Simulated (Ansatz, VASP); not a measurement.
## One calculation of TiC, two programs

```
Ti C
1.0
     0.00000    2.20644    2.20644
     2.20644    0.00000    2.20644
     2.20644    2.20644    0.00000
Ti C
1 1
Cartesian
  0.0000 0.0000 0.0000
  2.2064 2.2064 2.2064
```

Change from the starting cell: volume scaled by 1.06.

Alike in both runs: task single point; functional PBE; k mesh 16 × 16 × 16; occupations fermi-dirac, width 0.03 eV; no spin polarisation.

|  | VASP | Ansatz |
| --- | --- | --- |
| version | VASP 6.6.1 | Ansatz 0.2.0 |
| potentials or method | VASP PAW PBE potentials, release 64 (Ti_sv, C), cutoff 520 eV | all-electron LAPW, scalar-relativistic |

|  | VASP | Ansatz | Ansatz less VASP |
| --- | --- | --- | --- |
| pressure (GPa) | -12.1 | -12.3 | -0.27 |

Ansatz ran all-electron here, and VASP with PAW potentials.
